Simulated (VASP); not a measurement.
# HBr (I4/mmm) in VASP: a series of runs

HBr is run at these levels: LDA; tasks: single point.

Everything below comes from runs of VASP 6.6.1. Logs are shortened: lines on timing, memory, paths and dates and some standing lists are left out, and cuts for length are marked.

**1. The cell of the first run**

Symmetry: I4/mmm, No. 139, tetragonal system. The conventional cell has a = 4.891 Å, b = 4.891 Å, c = 3.332 Å, α = 90.00°, β = 90.00°, γ = 90.00°. H (site symmetry 4/mmm) has 2 Br at 1.67 Å within 2.2 Å. Within 2.2 Å of Br (site symmetry 4/mmm) lie 2 H at 1.67 Å.

**2. Single point, LDA**

File INCAR:

```
SYSTEM = HBr
PREC     = Accurate       ! precision mode
ENCUT    = 520            ! plane-wave cutoff, eV
EDIFF    = 1E-7           ! SCF threshold, eV
ISMEAR   = 0              ! smearing method
SIGMA    = 0.01           ! smearing width, eV
LREAL    = .FALSE.        ! projectors in reciprocal space
LASPH    = .TRUE.         ! aspherical terms in the spheres
NELM     = 80             ! most SCF steps
ALGO     = Normal         ! electronic algorithm
ISIF     = 2              ! what is computed and relaxed
LWAVE    = .FALSE.        ! write WAVECAR
LCHARG   = .FALSE.        ! write CHGCAR
GGA      = CA             ! functional
NBANDS   = 11             ! bands
```

File KPOINTS:

```
Automatic mesh
0
G
  10 10 10
  0 0 0
```

File POSCAR:

```
HBr
1.0
    0.0000000000      3.4587104449      3.4587288748
    1.6660189087      0.0000000000      3.4587288748
    1.6660189087      3.4587104449      0.0000000000
H Br
1 1
Direct
    0.0000000000      0.0000000000      0.0000000000
    0.5000000000      0.5000000000      0.5000000000
```

Potentials or basis: VASP PAW LDA potentials, release 64 (H, Br).

Started as:

```
$ cat potpaw_LDA.64/H/POTCAR potpaw_LDA.64/Br/POTCAR > POTCAR
$ mpirun -np 1 vasp_std > vasp.out
```

OUTCAR:

```text
SYSTEM = HBr
   PREC = Accurate
   ENCUT = 520
   EDIFF = 1E-7
   ISMEAR = 0
   LREAL = .FALSE.
   LASPH = .TRUE.
   NELM = 80
   ISIF = 2
   GGA = CA

 ion  position               nearest neighbor table
   1  0.000  0.000  0.000-   2 1.67   2 1.67
   2  0.500  0.500  0.500-   1 1.67   1 1.67

  LATTYP: Found a face centered orthorhombic cell.
 ALAT       =     3.3320378174
 B/A-ratio  =     2.0760331271
 C/A-ratio  =     2.0760441894

  Lattice vectors:

 A1 = (   0.0000000000,   3.4587104449,   3.4587288748)
 A2 = (   1.6660189087,   0.0000000000,   3.4587288748)
 A3 = (   1.6660189087,   3.4587104449,   0.0000000000)

Analysis of symmetry for initial positions (statically):
=====================================================================
 Subroutine PRICEL returns:
 Original cell was already a primitive cell.

 Routine SETGRP: Setting up the symmetry group for a
 face centered orthorhombic supercell.

 Subroutine GETGRP returns: Found  8 space group operations
 (whereof  8 operations were pure point group operations)
 out of a pool of  8 trial point group operations.

The static configuration has the point symmetry D_2h.

Analysis of symmetry for dynamics (positions and initial velocities):
=====================================================================
 Subroutine PRICEL returns:
 Original cell was already a primitive cell.

 Routine SETGRP: Setting up the symmetry group for a
 face centered orthorhombic supercell.

 Subroutine GETGRP returns: Found  8 space group operations
 (whereof  8 operations were pure point group operations)
 out of a pool of  8 trial point group operations.

The dynamic configuration has the point symmetry D_2h.

 Subroutine INISYM returns: Found  8 space group operations
 (whereof  8 operations are pure point group operations),
 and found     1 'primitive' translations

----------------------------------------------------------------------------------------

                                     Primitive cell

  volume of cell :      39.8603

  direct lattice vectors                    reciprocal lattice vectors
     0.000000000  3.458710445  3.458728875    -0.300116642  0.144562550  0.144561779
     1.666018909  0.000000000  3.458728875     0.300116642 -0.144562550  0.144561779
     1.666018909  3.458710445  0.000000000     0.300116642  0.144562550 -0.144561779

  length of vectors
     4.891368251  3.839065568  3.839048964     0.363134187  0.363134187  0.363134187

  position of ions in fractional coordinates (direct lattice)
     0.000000000  0.000000000  0.000000000
     0.500000000  0.500000000  0.500000000

  ion indices of the primitive-cell ions
   primitive index   ion index
                 1           1
                 2           2

----------------------------------------------------------------------------------------

 KPOINTS: Automatic mesh

Automatic generation of k-mesh.
 Grid dimensions read from file:
 generate k-points for:   10   10   10

 Generating k-lattice:

  Cartesian coordinates                     Fractional coordinates (reciprocal lattice)
    -0.030011664  0.014456255  0.014456178     0.100000000 -0.000000000  0.000000000
     0.030011664 -0.014456255  0.014456178    -0.000000000  0.100000000  0.000000000
     0.030011664  0.014456255 -0.014456178     0.000000000  0.000000000  0.100000000

  Length of vectors
     0.036313419  0.036313419  0.036313419

  Shift w.r.t. Gamma in fractional coordinates (k-lattice)
     0.000000000  0.000000000  0.000000000

 Subroutine IBZKPT returns following result:
 ===========================================

 Found    171 irreducible k-points:

 Following reciprocal coordinates:
            Coordinates               Weight
  0.000000  0.000000  0.000000      1.000000
  0.100000 -0.000000  0.000000      8.000000
  0.200000 -0.000000  0.000000      8.000000
  0.300000 -0.000000  0.000000      8.000000
  0.400000  0.000000  0.000000      8.000000
  0.500000 -0.000000  0.000000      4.000000
[... 16 lines left out ...]
 -0.100000  0.100000  0.000000      4.000000
  0.100000  0.200000  0.100000      4.000000
 [... further k-points ...]
   k-points           NKPTS =    171   k-points in BZ     NKDIM =    171   number of bands    NBANDS=     11
   number of dos      NEDOS =    301   number of ions     NIONS =      2
   total plane-waves  NPLWV =  32400
   dimension x,y,z NGX =    36 NGY =   30 NGZ =   30
   dimension x,y,z NGXF=    72 NGYF=   60 NGZF=   60
   ions per type =               1   1
   NGX,Y,Z   is equivalent  to a cutoff of  12.24, 12.99, 12.99 a.u.
   NGXF,Y,Z  is equivalent  to a cutoff of  24.47, 25.98, 25.98 a.u.
 SYSTEM =  HBr
   PREC   = accura    normal or accurate (medium, high low for compatibility)
   ISTART =      0    job   : 0-new  1-cont  2-samecut
   ICHARG =      2    charge: 1-file 2-atom 10-const
   ISPIN  =      1    spin polarized calculation?
   LNONCOLLINEAR =      F non collinear calculations
   LSORBIT =      F    spin-orbit coupling
   LASPH  =      T    aspherical Exc in radial PAW
   ENCUT  =  520.0 eV  38.22 Ry    6.18 a.u.   9.09  7.14  7.14*2*pi/ulx,y,z
   NELM   =     80;   NELMIN=  2; NELMDL= -5     # of ELM steps
   EDIFF  = 0.1E-06   stopping-criterion for ELM
   LREAL  =      F    real-space projection
   EDIFFG = 0.1E-05   stopping-criterion for IOM
   NSW    =      0    number of steps for IOM
   IBRION =     -1    ionic relax: 0-MD 1-quasi-New 2-CG
   NFREE  =      0    steps in history (QN), initial steepest desc. (CG)
   ISIF   =      2    stress and relaxation
   ISYM   =      2    0-nonsym 1-usesym 2-fastsym
   POTIM  = 0.5000    time-step for ionic-motion
   TEBEG  =    0.0;   TEEND  =   0.0 temperature during run
   PSTRESS=    0.0 pullay stress
   NELECT =       8.0000    total number of electrons
   NUPDOWN=      -1.0000    fix difference up-down
   EMIN   =  10.00;   EMAX   =-10.00  energy-range for DOS
   EFERMI =   0.00;   METHOD = LEGACY
   ISMEAR =     0;   SIGMA  =   0.01  broadening in eV -4-tet -1-fermi 0-gaus
   EFERMI_NEDOS =   21; number of points for ismear=-14 and -15
   IALGO  =     38    algorithm
   IMIX   =      4    mixing-type and parameters
     AMIX     =   0.40;   BMIX     =  1.00
     AMIX_MAG =   1.60;   BMIX_MAG =  1.00
  volume/ion in A,a.u.               =      19.93       134.50
  Fermi-wavevector in a.u.,A,eV,Ry     =   0.958498  1.811299 12.499927  0.918719
  Thomas-Fermi vector in A             =   2.087611
   LORBIT       =      0    0 simple, 1 ext, 2 COOP (PROOUT), +10 PAW based schemes
   GGA     = CA    functional components
   LHFCALC =     F    Hartree Fock is set to
   AEXX    =    0.0000 exact exchange contribution
   IVDW    =     0    specifies the selected vdW correction
   LEPSILON=     F    determine dielectric tensor
   LRPA    =     F    only Hartree local field effects (RPA)
 non-spin polarized calculation
 Gauss-broadening in eV      SIGMA  =   0.01
  energy-cutoff  :      520.00
  volume of cell :       39.86
 maximum number of plane-waves:      1084
   NGX = 19   NGY = 15   NGZ = 15

 number of electron       8.0000000 magnetization

 Free energy of the ion-electron system (eV)
  ---------------------------------------------------
  ext. energy  EPLUGINS =         0.00000000
  ---------------------------------------------------
  free energy    TOTEN  =        -5.51963472 eV

  energy without entropy =       -5.51963472  energy(sigma->0) =       -5.51963472

 E-fermi :  -1.0901     XC(G=0):  -8.2148

 val. band max:       -1.1411369073   @ k =   0.5000   0.5000   0.0000
 cond. band min:      -0.2279652225   @ k =   0.0000   0.5000   0.5000
 fundamental gap:      0.9131716848
 Fermi energy:        -1.0900846659

 k-point     1 :       0.0000    0.0000    0.0000
  band No.  band energies     occupation
      1     -16.0194      2.00000
      2      -1.7325      2.00000
      3      -1.3930      2.00000
      4      -1.3930      2.00000
      5       0.4358      0.00000
      6       4.5860      0.00000
      7       8.3407      0.00000
      8      13.2079      0.00000
      9      13.2079      0.00000
     10      13.8366      0.00000
     11      13.8366      0.00000

 k-point     2 :       0.1000   -0.0000    0.0000
  band No.  band energies     occupation
      1     -15.9084      2.00000
      2      -3.2514      2.00000
      3      -1.4653      2.00000
      4      -1.4263      2.00000
      5       2.1656      0.00000
      6       4.9145      0.00000
      7       8.5400      0.00000
      8      11.3685      0.00000
      9      11.4961      0.00000
     10      14.7441      0.00000
     11      15.9595      0.00000

 k-point     3 :       0.2000   -0.0000    0.0000
  band No.  band energies     occupation
      1     -15.5912      2.00000
      2      -5.2504      2.00000
      3      -1.6156      2.00000
      4      -1.5046      2.00000
      5       4.7296      0.00000
      6       5.7544      0.00000
      7       8.5581      0.00000
      8       9.7835      0.00000
      9      10.6753      0.00000
     10      13.7575      0.00000
     11      15.6458      0.00000

 k-point     4 :       0.3000   -0.0000    0.0000
  band No.  band energies     occupation
      1     -15.1265      2.00000
      2      -6.9695      2.00000
      3      -1.7424      2.00000
      4      -1.5855      2.00000
      5       5.9479      0.00000
      6       7.7000      0.00000
      7       7.7369      0.00000
      8       9.4243      0.00000
      9      11.7115      0.00000
     10      12.9172      0.00000
     11      14.5572      0.00000
[... 239 lines left out ...]
 k-point    22 :       0.1000    0.3000    0.1000
  band No.  band energies     occupation
      1     -15.1676      2.00000
      2      -6.9230      2.00000
      3      -1.7034      2.00000
      4      -1.3340      2.00000
      5       5.9293      0.00000
      6       7.7908      0.00000
      7       7.9306      0.00000
      8       8.5981      0.00000
      9      11.1115      0.00000
     10      12.4882      0.00000
     11      15.9128      0.00000

 k-point    23 :      -0.1000    0.1000    0.0000
  band No.  band energies     occupation
      1     -15.6163      2.00000
      2      -5.2220      2.00000
      3      -1.5833      2.00000
      4      -1.2991      2.00000
      5       4.7227      0.00000
      6       5.5464      0.00000
      7       8.6697      0.00000
      8       9.5045      0.00000
      9      10.3970      0.00000
     10      13.6274      0.00000
     11      16.7262      0.00000

 k-point    24 :       0.1000    0.2000    0.1000
  band No.  band energies     occupation
      1     -15.6163      2.00000
      2      -5.2220      2.00000
      3      -1.5833      2.00000
      4      -1.2991      2.00000
      5       4.7227      0.00000
      6       5.5464      0.00000
      7       8.6697      0.00000
      8       9.5045      0.00000
      9      10.3970      0.00000
     10      13.6273      0.00000
     11      16.7262      0.00000

 [... further k-points ...]

------------------------ aborting loop because EDIFF is reached ----------------------------------------

  FORCE on cell =-STRESS in cart. coord.  units (eV):
  Direction    XX          YY          ZZ          XY          YZ          ZX
  --------------------------------------------------------------------------------------
  -------------------------------------------------------------------------------------
  Total        0.0308573     -0.0107020     -0.0107234     -0.0000000      0.0000000      0.0000000
  in kB        1.2403016     -0.4301637     -0.4310262     -0.0000000      0.0000000      0.0000000
  external PRESSURE =       0.1263706 kB  Pullay stress =       0.0000000 kB

 VOLUME and BASIS-vectors are now :
 -----------------------------------------------------------------------------
  energy-cutoff  :      520.00
  volume of cell :       39.86
      direct lattice vectors                 reciprocal lattice vectors
     0.000000000  3.458710445  3.458728875    -0.300116642  0.144562550  0.144561779
     1.666018909  0.000000000  3.458728875     0.300116642 -0.144562550  0.144561779
     1.666018909  3.458710445  0.000000000     0.300116642  0.144562550 -0.144561779

 POSITION                                       TOTAL-FORCE (eV/Angst)
 -----------------------------------------------------------------------------------
      0.00000      0.00000      0.00000        -0.000000      0.000000      0.000000
      1.66602      3.45871      3.45873         0.000000     -0.000000      0.000000
 -----------------------------------------------------------------------------------
    total drift:                                0.000000      0.000000      0.000000

  FREE ENERGIE OF THE ION-ELECTRON SYSTEM (eV)
  ---------------------------------------------------
  free  energy   TOTEN  =        -5.5196347171 eV

  energy  without entropy=       -5.5196347171  energy(sigma->0) =       -5.51963472
```

It took 38 s on 1 thread of AMD EPYC 9R45 (Zen 5), shared host; peak memory 0.18 GiB.

Results:

- Free energy: -5.5196 eV
- Pressure: 0.0 GPa
- Band gap on the k mesh: 0.91 eV (least direct gap 1.26 eV)

Stress tensor (GPa, compression positive):
```
 0.12  0.00  0.00
 0.00 -0.04  0.00
 0.00  0.00 -0.04
```

Levels at points of the mesh, in eV from the valence-band top:
```
           k point  band 1  band 2  band 3  band 4  band 5  band 6  band 7  band 8
(0.00, 0.00, 0.00)  -14.88   -0.59   -0.25   -0.25    1.58    5.73    9.48   14.35
(0.50, 0.00, 0.00)  -13.30   -7.53   -0.68   -0.52    6.63    7.86   12.05   12.96
(0.50, 0.50, 0.00)  -14.58   -2.79   -0.83    0.00    1.26    8.91   10.75   12.94
(0.50, 0.00, 0.50)  -14.58   -2.79   -0.83    0.00    1.26    8.91   10.75   12.94
(0.00, 0.50, 0.50)  -14.31   -2.16   -2.16   -1.09    0.91    6.43   14.37   14.37
```

A k mesh can miss the band edges.

[end of part 1 of 2]
